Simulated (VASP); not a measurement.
## ZnS: single point with PBE

ZnS:

```
Zn S
1.0
     1.75590   -6.88268    0.00000
     1.75590    6.88268    0.00000
     0.00000    0.00000    3.52737
Zn S
2 2
Direct
  0.82257 0.17743 0.75000
  0.17743 0.82257 0.25000
  0.64711 0.35289 0.75000
  0.35289 0.64711 0.25000
```

* Program: VASP 6.6.1
* Task: single point
* Functional: PBE
* Potentials or basis: VASP PAW PBE potentials, release 64 (Zn, S)
* Cutoff: 520 eV
* k mesh: 4 × 4 × 4
* Occupations: gaussian, width 0.1 eV
* Spin: no spin polarisation
* Dipole correction: no
* Further INCAR settings: ALGO = Normal; EDIFF = 1e-06; NBANDS = 26

```json
{
 "Pressure": "0.2 GPa",
 "Largest force": "0.031 eV/Å",
 "Band gap on the k mesh": "0.67 eV, indirect (least direct gap 2.14 eV)"
}
```

Forces in eV/Å, atoms in the order of the input:
```
Zn   0.000 -0.017  0.000
Zn   0.000  0.017  0.000
S    0.000  0.031  0.000
S    0.000 -0.031  0.000
```

Stress tensor (GPa, compression positive):
```
 0.32  0.00  0.00
 0.00  0.31  0.00
 0.00  0.00 -0.04
```

Levels at points of the mesh, in eV from the valence-band top:
```tsv
k point	band 14	band 15	band 16	band 17	band 18	band 19	band 20	band 21	band 22	band 23
(0.00, 0.00, 0.00)	-2.03	-1.93	-1.10	-0.90	-0.89	1.36	1.37	6.12	6.45	7.65
(0.50, 0.00, 0.00)	-5.03	-1.92	-1.67	-0.04	-0.01	4.10	4.40	5.38	5.53	6.25
(0.50, 0.50, 0.00)	-1.99	-1.96	-1.64	-0.94	-0.85	1.29	1.97	5.17	6.12	7.41
(0.00, 0.00, 0.50)	-5.03	-1.97	-1.97	0.00	0.00	4.68	4.68	5.88	5.88	6.11
(0.50, 0.00, 0.50)	-4.82	-3.14	-3.14	-2.55	-2.55	0.68	0.68	5.63	5.63	7.61
(0.50, 0.50, 0.50)	-5.10	-1.63	-1.63	0.00	0.00	3.89	3.89	5.39	5.39	6.37
```

Wall time 41 s on 1 thread of Intel(R) Xeon(R) 6975P-C (Granite Rapids), with other jobs on the host, peak memory 0.27 GiB.

Caveat: the k points lie up to 0.46 Å⁻¹ apart. A k mesh can miss the band edges.
